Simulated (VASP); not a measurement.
# KF in VASP: further runs

Runs on KF. Level: PBE. Tasks: single point.

Everything below comes from runs of VASP 6.6.1. Logs are shortened: lines on timing, memory, paths and dates and some standing lists are left out, and cuts for length are marked.

## Step 1: The cell of the first run

The typed cell holds 2 atoms: a = 4.926 Å, b = 4.926 Å, c = 4.746 Å, α = 90.00°, β = 90.00°, γ = 120.00°.

The cell was built from a structure type or drawn by symmetry, and may not be a known phase.

## Step 2: Single point, PBE

Input file INCAR:

```
ALGO = Normal
EDIFF = 1E-6
ENCUT = 600
GGA = PE
GGA_COMPAT = F
ISIF = 2
ISMEAR = 0
LASPH = T
LCHARG = T
LELF = T
LREAL = F
LVHAR = T
LWAVE = F
NBANDS = 15
NELM = 120
PREC = Accurate
SIGMA = 0.15
```

Input file KPOINTS:

```
k-points
0
Gamma
  4 4 3
```

Input file POSCAR:

```
KF
1.0
    4.9258841015      0.0000000000      0.0000000000
   -2.4629420508      4.2659407680      0.0000000000
    0.0000000000      0.0000000000      4.7464506124
K F
1 1
Direct
    0.0000000000      0.0000000000      0.6421363759
    0.0000000000      0.0000000000      0.1413213641
```

Potentials or basis: VASP PAW PBE potentials, release 64 (K_sv, F).

The run is started by

```console
> cat potpaw_PBE.64/K_sv/POTCAR potpaw_PBE.64/F/POTCAR > POTCAR
> mpirun -np 1 vasp_std > vasp.out
```

OUTCAR:

```text
EDIFF = 1E-6
   ENCUT = 600
   GGA = PE
   ISIF = 2
   ISMEAR = 0
   LASPH = T
   LREAL = F
   NELM = 120
   PREC = Accurate

 ion  position               nearest neighbor table
   1  0.000  0.000  0.642-   2 2.37   2 2.38
   2  0.000  0.000  0.141-   1 2.37   1 2.38

  LATTYP: Found a hexagonal cell.
 ALAT       =     4.9258841015
 C/A-ratio  =     0.9635733433

  Lattice vectors:

 A1 = (   4.9258841015,   0.0000000000,   0.0000000000)
 A2 = (  -2.4629420508,   4.2659407680,   0.0000000000)
 A3 = (   0.0000000000,   0.0000000000,   4.7464506124)

Analysis of symmetry for initial positions (statically):
=====================================================================
 Subroutine PRICEL returns:
 Original cell was already a primitive cell.

 Routine SETGRP: Setting up the symmetry group for a
 hexagonal supercell.

 Subroutine GETGRP returns: Found 12 space group operations
 (whereof 12 operations were pure point group operations)
 out of a pool of 24 trial point group operations.

The static configuration has the point symmetry C_6v.

Analysis of symmetry for dynamics (positions and initial velocities):
=====================================================================
 Subroutine PRICEL returns:
 Original cell was already a primitive cell.

 Routine SETGRP: Setting up the symmetry group for a
 hexagonal supercell.

 Subroutine GETGRP returns: Found 12 space group operations
 (whereof 12 operations were pure point group operations)
 out of a pool of 24 trial point group operations.

The dynamic configuration has the point symmetry C_6v.

 Subroutine INISYM returns: Found 12 space group operations
 (whereof 12 operations are pure point group operations),
 and found     1 'primitive' translations

----------------------------------------------------------------------------------------

                                     Primitive cell

  volume of cell :      99.7397

  direct lattice vectors                    reciprocal lattice vectors
     4.925884102  0.000000000  0.000000000     0.203009242  0.117207441  0.000000000
    -2.462942051  4.265940768  0.000000000     0.000000000  0.234414882  0.000000000
     0.000000000  0.000000000  4.746450612     0.000000000  0.000000000  0.210683747

  length of vectors
     4.925884102  4.925884102  4.746450612     0.234414882  0.234414882  0.210683747

  position of ions in fractional coordinates (direct lattice)
     0.000000000  0.000000000  0.642136376
     0.000000000  0.000000000  0.141321364

[... 70 lines left out ...]
   NELECT =      16.0000    total number of electrons
   NUPDOWN=      -1.0000    fix difference up-down
   EMIN   =  10.00;   EMAX   =-10.00  energy-range for DOS
   EFERMI =   0.00;   METHOD = LEGACY
   ISMEAR =     0;   SIGMA  =   0.15  broadening in eV -4-tet -1-fermi 0-gaus
   EFERMI_NEDOS =   21; number of points for ismear=-14 and -15
   IALGO  =     38    algorithm
   IMIX   =      4    mixing-type and parameters
     AMIX     =   0.40;   BMIX     =  1.00
     AMIX_MAG =   1.60;   BMIX_MAG =  1.00
  volume/ion in A,a.u.               =      49.87       336.54
  Fermi-wavevector in a.u.,A,eV,Ry     =   0.889526  1.680961 10.765708  0.791257
  Thomas-Fermi vector in A             =   2.011098
   LORBIT       =      0    0 simple, 1 ext, 2 COOP (PROOUT), +10 PAW based schemes
   GGA     = PE    functional components
   LHFCALC =     F    Hartree Fock is set to
   AEXX    =    0.0000 exact exchange contribution
   IVDW    =     0    specifies the selected vdW correction
   LEPSILON=     F    determine dielectric tensor
   LRPA    =     F    only Hartree local field effects (RPA)
 non-spin polarized calculation
 Gauss-broadening in eV      SIGMA  =   0.15
  energy-cutoff  :      600.00
  volume of cell :       99.74
 maximum number of plane-waves:      3344
 NGX is ok and might be reduce to    40
   NGX = 19   NGY = 19   NGZ = 19

 number of electron      16.0000001 magnetization

 Free energy of the ion-electron system (eV)
  ---------------------------------------------------
  ext. energy  EPLUGINS =         0.00000000
  ---------------------------------------------------
  free energy    TOTEN  =        -7.28811202 eV

  energy without entropy =       -7.28811202  energy(sigma->0) =       -7.28811202

 E-fermi :  -3.1680     XC(G=0):  -4.7275

 val. band max:       -3.9709539037   @ k =   0.5000   0.0000   0.0000
 cond. band min:      -0.7398769485   @ k =   0.0000   0.0000   0.0000
 fundamental gap:      3.2310769552
 Fermi energy:        -3.1679775518

 k-point     1 :       0.0000    0.0000    0.0000
  band No.  band energies     occupation
      1     -31.9063      2.00000
      2     -22.7454      2.00000
      3     -15.5381      2.00000
      4     -15.5381      2.00000
      5     -15.2760      2.00000
      6      -4.2271      2.00000
      7      -4.2271      2.00000
      8      -3.9795      2.00000
      9      -0.7399      0.00000
     10       4.0778      0.00000
     11       4.0778      0.00000
     12       5.3979      0.00000
     13       6.0298      0.00000
     14       6.0298      0.00000
[... 113 lines left out ...]
      2     -22.8452      2.00000
      3     -15.5577      2.00000
      4     -15.5461      2.00000
      5     -14.9531      2.00000
      6      -4.6414      2.00000
      7      -4.4049      2.00000
      8      -4.3524      2.00000
      9       1.5985      0.00000
     10       2.7493      0.00000
     11       3.7463      0.00000
     12       4.5271      0.00000
     13       4.8423      0.00000
     14       5.8286      0.00000
     15       6.3354      0.00000

------------------------ aborting loop because EDIFF is reached ----------------------------------------

  FORCE on cell =-STRESS in cart. coord.  units (eV):
  Direction    XX          YY          ZZ          XY          YZ          ZX
  --------------------------------------------------------------------------------------
  -------------------------------------------------------------------------------------
  Total        0.2354244      0.2354244      0.0009870     -0.0000000      0.0000000      0.0000000
  in kB        3.7817614      3.7817614      0.0158550     -0.0000000      0.0000000      0.0000000
  external PRESSURE =       2.5264592 kB  Pullay stress =       0.0000000 kB

 VOLUME and BASIS-vectors are now :
 -----------------------------------------------------------------------------
  energy-cutoff  :      600.00
  volume of cell :       99.74
      direct lattice vectors                 reciprocal lattice vectors
     4.925884102  0.000000000  0.000000000     0.203009242  0.117207441  0.000000000
    -2.462942051  4.265940768  0.000000000     0.000000000  0.234414882  0.000000000
     0.000000000  0.000000000  4.746450612     0.000000000  0.000000000  0.210683747

 POSITION                                       TOTAL-FORCE (eV/Angst)
 -----------------------------------------------------------------------------------
      0.00000      0.00000      3.04787        -0.000000      0.000000     -0.024720
      0.00000      0.00000      0.67077         0.000000     -0.000000      0.024720
 -----------------------------------------------------------------------------------
    total drift:                               -0.000000     -0.000000     -0.000405

  FREE ENERGIE OF THE ION-ELECTRON SYSTEM (eV)
  ---------------------------------------------------
  free  energy   TOTEN  =        -7.2881120223 eV

  energy  without entropy=       -7.2881120223  energy(sigma->0) =       -7.28811202
```

Wall time 9.3 s (1 thread of Intel Xeon 6975P-C (Granite Rapids), shared host); peak memory 0.23 GiB.

Results:

* Free energy: -7.2881 eV
* Pressure: 0.3 GPa
* Largest force: 0.025 eV/Å
* Band gap on the k mesh: 3.23 eV (least direct gap 3.24 eV)

Forces on the atoms (eV/Å):
```
K    0.000  0.000 -0.025
F    0.000  0.000  0.025
```

Levels at points of the mesh, in eV from the valence-band top:
```csv
k point,band 6,band 7,band 8,band 9,band 10,band 11
"(0.00, 0.00, 0.00)",-0.26,-0.26,-0.01,3.23,8.05,8.05
"(0.50, 0.00, 0.00)",-0.39,-0.28,0.00,5.37,5.60,8.73
```

Caveat: the k points lie up to 0.44 Å⁻¹ apart.

## Step 3: Single point, PBE

This run uses another cell than the first one, of 43.33 Å³/atom.

Input file INCAR:

```
PREC = Accurate
ENCUT = 600
EDIFF = 1E-6
ISMEAR = 0
SIGMA = 0.15
LREAL = F
LASPH = T
NELM = 120
ALGO = Normal
ISIF = 2
LWAVE = F
LCHARG = F
GGA = PE
NBANDS = 15
GGA_COMPAT = F
```

Input file KPOINTS:

```
Automatic mesh
0
Gamma
  5 5 3
```

Input file POSCAR:

```
KF
1.0
    4.6017462247      0.0000000000      0.0000000000
   -2.3008731123      3.9852291324      0.0000000000
    0.0000000000      0.0000000000      4.7251193667
K F
1 1
Direct
    0.0000000000      0.0000000000      0.0000000000
    0.0000000000      0.0000000000      0.5000000000
```

Potentials or basis: VASP PAW PBE potentials, release 64 (K_sv, F).

The run is started by

```console
> cat potpaw_PBE.64/K_sv/POTCAR potpaw_PBE.64/F/POTCAR > POTCAR
> mpirun -np 1 vasp_std > vasp.out
```

It took 8.7 s on 1 thread of Intel Xeon 6975P-C (Granite Rapids), shared host; peak memory 0.23 GiB.

Results (log left out):

```
Free energy            : -7.2398 eV
Pressure               : 0.5 GPa
Band gap on the k mesh : 3.11 eV (least direct gap 3.13 eV)
```

Stress tensor (GPa, compression positive):
```
0.67 0.00 0.00
0.00 0.67 0.00
0.00 0.00 0.03
```

Levels at points of the mesh, in eV from the valence-band top:
```csv
k point,band 4,band 5,band 6,band 7,band 8,band 9,band 10,band 11,band 12,band 13
"(0.00, 0.00, 0.00)",-11.62,-11.36,-0.24,-0.24,-0.02,3.11,8.19,8.19,9.31,10.17
```

Caveat: the k points lie up to 0.44 Å⁻¹ apart; an odd mesh through Γ misses points on the zone boundary, where band edges can lie.
